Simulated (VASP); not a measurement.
# Au (Fm-3m) in VASP: a series of runs

Au is run at these levels: LDA; tasks: single point.

All numbers are computed with VASP 6.6.1; they aren't measurements. Logs are shortened: lines on timing, memory, paths and dates and some standing lists are left out, and cuts for length are marked.

## Step 1: The cell of the first run

The structure is cubic, space group Fm-3m (No. 225). The conventional cell has a = 4.048 Å, b = 4.048 Å, c = 4.048 Å, α = 90.00°, β = 90.00°, γ = 90.00°. Within 3.8 Å of Au (site symmetry m-3m) lie 12 Au at 2.86 Å.

## Step 2: Single point, LDA

Contents of INCAR:

```
SYSTEM = Au
PREC = Accurate
ENCUT = 500
EDIFF = 1E-6
ISMEAR = 0
SIGMA = 0.1
LREAL = .False.
LASPH = .True.
NELM = 120
ALGO = Normal
ISIF = 2
LWAVE = .False.
LCHARG = .True.
LELF = .True.
LVHAR = .True.
NBANDS = 12
GGA_COMPAT = .False.
```

Contents of KPOINTS:

```
regular mesh
0
Gamma
  14 14 14
  0 0 0
```

Contents of POSCAR:

```
Au
1.0
    0.0000000000      2.0238288653      2.0238288653
    2.0238288653      0.0000000000      2.0238288653
    2.0238288653      2.0238288653      0.0000000000
Au
1
Direct
    0.0000000000      0.0000000000      0.0000000000
```

Potentials or basis: VASP PAW LDA potentials, release 64 (Au).

Run with:

```bash
$ cat potpaw_LDA.64/Au/POTCAR > POTCAR
$ mpirun -np 1 vasp_std > vasp.out
```

OUTCAR:

```text
SYSTEM = Au
   PREC = Accurate
   ENCUT = 500
   EDIFF = 1E-6
   ISMEAR = 0
   LREAL = .False.
   LASPH = .True.
   NELM = 120
   ISIF = 2

 ion  position               nearest neighbor table
   1  0.000  0.000  0.000-

  LATTYP: Found a face centered cubic cell.
 ALAT       =     4.0476577306

  Lattice vectors:

 A1 = (   0.0000000000,   2.0238288653,   2.0238288653)
 A2 = (   2.0238288653,   0.0000000000,   2.0238288653)
 A3 = (   2.0238288653,   2.0238288653,   0.0000000000)

Analysis of symmetry for initial positions (statically):
=====================================================================
 Subroutine PRICEL returns:
 Original cell was already a primitive cell.

 Routine SETGRP: Setting up the symmetry group for a
 face centered cubic supercell.

 Subroutine GETGRP returns: Found 48 space group operations
 (whereof 48 operations were pure point group operations)
 out of a pool of 48 trial point group operations.

The static configuration has the point symmetry O_h .

Analysis of symmetry for dynamics (positions and initial velocities):
=====================================================================
 Subroutine PRICEL returns:
 Original cell was already a primitive cell.

 Routine SETGRP: Setting up the symmetry group for a
 face centered cubic supercell.

 Subroutine GETGRP returns: Found 48 space group operations
 (whereof 48 operations were pure point group operations)
 out of a pool of 48 trial point group operations.

The dynamic configuration has the point symmetry O_h .

 Subroutine INISYM returns: Found 48 space group operations
 (whereof 48 operations are pure point group operations),
 and found     1 'primitive' translations

----------------------------------------------------------------------------------------

                                     Primitive cell

  volume of cell :      16.5787

  direct lattice vectors                    reciprocal lattice vectors
     0.000000000  2.023828865  2.023828865    -0.247056462  0.247056462  0.247056462
     2.023828865  0.000000000  2.023828865     0.247056462 -0.247056462  0.247056462
     2.023828865  2.023828865  0.000000000     0.247056462  0.247056462 -0.247056462

  length of vectors
     2.862126229  2.862126229  2.862126229     0.427914345  0.427914345  0.427914345

  position of ions in fractional coordinates (direct lattice)
     0.000000000  0.000000000  0.000000000

  ion indices of the primitive-cell ions
   primitive index   ion index
                 1           1

----------------------------------------------------------------------------------------

 KPOINTS: regular mesh

Automatic generation of k-mesh.
 Grid dimensions read from file:
 generate k-points for:   14   14   14

 Generating k-lattice:

  Cartesian coordinates                     Fractional coordinates (reciprocal lattice)
    -0.017646890  0.017646890  0.017646890     0.071428571  0.000000000  0.000000000
     0.017646890 -0.017646890  0.017646890     0.000000000  0.071428571  0.000000000
     0.017646890  0.017646890 -0.017646890     0.000000000  0.000000000  0.071428571

  Length of vectors
     0.030565310  0.030565310  0.030565310

  Shift w.r.t. Gamma in fractional coordinates (k-lattice)
     0.000000000  0.000000000  0.000000000

 Subroutine IBZKPT returns following result:
 ===========================================

 Found    104 irreducible k-points:

 Following reciprocal coordinates:
            Coordinates               Weight
  0.000000  0.000000  0.000000      1.000000
  0.071429  0.000000  0.000000      8.000000
  0.142857  0.000000  0.000000      8.000000
  0.214286  0.000000  0.000000      8.000000
  0.285714  0.000000  0.000000      8.000000
  0.357143  0.000000  0.000000      8.000000
[... 16 lines left out ...]
  0.214286  0.142857  0.000000     24.000000
  0.285714  0.142857  0.000000     24.000000
 [... further k-points ...]
   k-points           NKPTS =    104   k-points in BZ     NKDIM =    104   number of bands    NBANDS=     12
   number of dos      NEDOS =    301   number of ions     NIONS =      1
   total plane-waves  NPLWV =  13824
   dimension x,y,z NGX =    24 NGY =   24 NGZ =   24
   dimension x,y,z NGXF=    48 NGYF=   48 NGZF=   48
   ions per type =               1
   NGX,Y,Z   is equivalent  to a cutoff of  13.94, 13.94, 13.94 a.u.
   NGXF,Y,Z  is equivalent  to a cutoff of  27.88, 27.88, 27.88 a.u.
 SYSTEM =  Au
   PREC   = accura    normal or accurate (medium, high low for compatibility)
   ISTART =      0    job   : 0-new  1-cont  2-samecut
   ICHARG =      2    charge: 1-file 2-atom 10-const
   ISPIN  =      1    spin polarized calculation?
   LNONCOLLINEAR =      F non collinear calculations
   LSORBIT =      F    spin-orbit coupling
   LASPH  =      T    aspherical Exc in radial PAW
   ENCUT  =  500.0 eV  36.75 Ry    6.06 a.u.   5.22  5.22  5.22*2*pi/ulx,y,z
   NELM   =    120;   NELMIN=  2; NELMDL= -5     # of ELM steps
   EDIFF  = 0.1E-05   stopping-criterion for ELM
   LREAL  =      F    real-space projection
   EDIFFG = 0.1E-04   stopping-criterion for IOM
   NSW    =      0    number of steps for IOM
   IBRION =     -1    ionic relax: 0-MD 1-quasi-New 2-CG
   NFREE  =      0    steps in history (QN), initial steepest desc. (CG)
   ISIF   =      2    stress and relaxation
   ISYM   =      2    0-nonsym 1-usesym 2-fastsym
   POTIM  = 0.5000    time-step for ionic-motion
   TEBEG  =    0.0;   TEEND  =   0.0 temperature during run
   PSTRESS=    0.0 pullay stress
   NELECT =      11.0000    total number of electrons
   NUPDOWN=      -1.0000    fix difference up-down
   EMIN   =  10.00;   EMAX   =-10.00  energy-range for DOS
   EFERMI =   0.00;   METHOD = LEGACY
   ISMEAR =     0;   SIGMA  =   0.10  broadening in eV -4-tet -1-fermi 0-gaus
   EFERMI_NEDOS =   21; number of points for ismear=-14 and -15
   IALGO  =     38    algorithm
   IMIX   =      4    mixing-type and parameters
     AMIX     =   0.40;   BMIX     =  1.00
     AMIX_MAG =   1.60;   BMIX_MAG =  1.00
  volume/ion in A,a.u.               =      16.58       111.88
  Fermi-wavevector in a.u.,A,eV,Ry     =   1.427870  2.698283 27.739724  2.038812
  Thomas-Fermi vector in A             =   2.547993
   LORBIT       =      0    0 simple, 1 ext, 2 COOP (PROOUT), +10 PAW based schemes
   GGA     = CA    functional components
   LHFCALC =     F    Hartree Fock is set to
   AEXX    =    0.0000 exact exchange contribution
   IVDW    =     0    specifies the selected vdW correction
   LEPSILON=     F    determine dielectric tensor
   LRPA    =     F    only Hartree local field effects (RPA)
 non-spin polarized calculation
 Gauss-broadening in eV      SIGMA  =   0.10
  energy-cutoff  :      500.00
  volume of cell :       16.58
 maximum number of plane-waves:       444
 NGX is ok and might be reduce to    24
   NGX = 11   NGY = 11   NGZ = 11

 number of electron      10.9999999 magnetization

 Free energy of the ion-electron system (eV)
  ---------------------------------------------------
  ext. energy  EPLUGINS =         0.00000000
  ---------------------------------------------------
  free energy    TOTEN  =        -4.44346692 eV

  energy without entropy =       -4.44220668  energy(sigma->0) =       -4.44283680

 E-fermi :   9.7195     XC(G=0): -13.1434

 val. band max:        9.6490838314   @ k =   0.5000   0.2857   0.1429
 cond. band min:       9.7930225348   @ k =   0.5000   0.3571   0.1429
 fundamental gap:      0.1439387034
 Fermi energy:         9.7194968632

 k-point     1 :       0.0000    0.0000    0.0000
  band No.  band energies     occupation
      1      -0.4515      2.00000
      2       4.8953      2.00000
      3       4.8953      2.00000
      4       4.8953      2.00000
      5       6.5107      2.00000
      6       6.5107      2.00000
      7      24.2016      0.00000
      8      28.3168      0.00000
      9      28.3168      0.00000
     10      28.3168      0.00000
     11      33.4358      0.00000
     12      38.3260      0.00000

 k-point     2 :       0.0714    0.0000    0.0000
  band No.  band energies     occupation
      1      -0.2691      2.00000
      2       4.8339      2.00000
      3       4.9590      2.00000
      4       4.9590      2.00000
      5       6.4815      2.00000
      6       6.4815      2.00000
      7      24.4257      0.00000
      8      27.2398      0.00000
      9      28.5451      0.00000
     10      28.5451      0.00000
     11      34.2809      0.00000
     12      36.4765      0.00000

 k-point     3 :       0.1429    0.0000    0.0000
  band No.  band energies     occupation
      1       0.2517      2.00000
      2       4.6983      2.00000
      3       5.1069      2.00000
      4       5.1069      2.00000
      5       6.4432      2.00000
      6       6.4432      2.00000
      7      24.6668      0.00000
      8      25.4118      0.00000
      9      29.1671      0.00000
     10      29.1671      0.00000
     11      32.9779      0.00000
     12      35.3175      0.00000
[... 286 lines left out ...]
 k-point    23 :       0.2143    0.1429    0.0000
  band No.  band energies     occupation
      1       1.0787      2.00000
      2       4.2170      2.00000
      3       5.4393      2.00000
      4       5.5428      2.00000
      5       5.9948      2.00000
      6       6.8521      2.00000
      7      24.6303      0.00000
      8      25.9771      0.00000
      9      26.8983      0.00000
     10      28.0499      0.00000
     11      31.3734      0.00000
     12      34.4779      0.00000

 k-point    24 :       0.2857    0.1429    0.0000
  band No.  band energies     occupation
      1       1.8259      2.00000
      2       4.1312      2.00000
      3       5.1979      2.00000
      4       5.6233      2.00000
      5       6.5344      2.00000
      6       7.1064      2.00000
      7      21.9270      0.00000
      8      25.9438      0.00000
      9      26.3295      0.00000
     10      28.2677      0.00000
     11      31.1542      0.00000
     12      34.2825      0.00000

 [... further k-points ...]
[... 5 lines left out ...]
  --------------------------------------------------------------------------------------
  -------------------------------------------------------------------------------------
  Total        0.0548684      0.0548684      0.0548684      0.0000000      0.0000000     -0.0000000
  in kB        5.3025113      5.3025113      5.3025113      0.0000000      0.0000000     -0.0000000
  external PRESSURE =       5.3025113 kB  Pullay stress =       0.0000000 kB

 VOLUME and BASIS-vectors are now :
 -----------------------------------------------------------------------------
  energy-cutoff  :      500.00
  volume of cell :       16.58
      direct lattice vectors                 reciprocal lattice vectors
     0.000000000  2.023828865  2.023828865    -0.247056462  0.247056462  0.247056462
     2.023828865  0.000000000  2.023828865     0.247056462 -0.247056462  0.247056462
     2.023828865  2.023828865  0.000000000     0.247056462  0.247056462 -0.247056462

 POSITION                                       TOTAL-FORCE (eV/Angst)
 -----------------------------------------------------------------------------------
      0.00000      0.00000      0.00000         0.000000      0.000000     -0.000000
 -----------------------------------------------------------------------------------
    total drift:                               -0.000000      0.000000      0.000000

  FREE ENERGIE OF THE ION-ELECTRON SYSTEM (eV)
  ---------------------------------------------------
  free  energy   TOTEN  =        -4.4434669244 eV

  energy  without entropy=       -4.4422066815  energy(sigma->0) =       -4.44283680
```

It took 11 s on 1 thread of Intel Xeon 6975P-C, shared host; peak memory 0.14 GiB.

Results:

```
Free energy : -4.4435 eV
Pressure    : 0.5 GPa
```

Caveat: spin-orbit coupling is left out, which moves the levels of the heavy elements.

## Step 3: Single point, LDA

Contents of INCAR:

```
  ALGO = Normal
  EDIFF = 1E-6
  ENCUT = 500
  GGA = CA
  GGA_COMPAT = F
  ISIF = 2
  ISMEAR = -1
  LASPH = T
  LCHARG = T
  LELF = T
  LREAL = F
  LVHAR = T
  LWAVE = F
  NBANDS = 12
  NELM = 120
  PREC = Accurate
  SIGMA = 0.15
```

Contents of KPOINTS:

```
k-points
0
Gamma
  16 16 16
```

Contents of POSCAR:

```
Au
1.0
    0.0000000000      2.0240803248      2.0240803248
    2.0240803248      0.0000000000      2.0240803248
    2.0240803248      2.0240803248      0.0000000000
Au
1
Direct
    0.0000000000      0.0000000000      0.0000000000
```

Potentials or basis: VASP PAW LDA potentials, release 64 (Au).

Run with:

```bash
$ cat potpaw_LDA.64/Au/POTCAR > POTCAR
$ mpirun -np 1 vasp_std > vasp.out
```

Run time: 16 s. Hardware: 1 thread of Intel Xeon 6975P-C, shared host; peak memory 0.15 GiB.

Results (log left out):

```yaml
Free_energy: -4.4554 eV
Pressure: 0.5 GPa
```

Levels at points of the mesh, in eV from the Fermi level:
| k point | band 2 | band 3 | band 4 | band 5 | band 6 | band 7 | band 8 | band 9 | band 10 | band 11 |
| --- | --- | --- | --- | --- | --- | --- | --- | --- | --- | --- |
| (0.00, 0.00, 0.00) | -4.87 | -4.87 | -4.87 | -3.25 | -3.25 | 14.44 | 18.55 | 18.55 | 18.55 | 23.67 |
| (0.50, 0.00, 0.00) | -4.90 | -4.90 | -1.99 | -1.99 | -1.14 | 3.19 | 13.90 | 17.21 | 17.21 | 25.34 |
| (0.50, 0.50, 0.00) | -7.03 | -2.03 | -1.65 | -1.65 | 0.88 | 5.96 | 9.99 | 9.99 | 17.54 | 20.24 |

Caveat: spin-orbit coupling is left out, which moves the levels of the heavy elements.
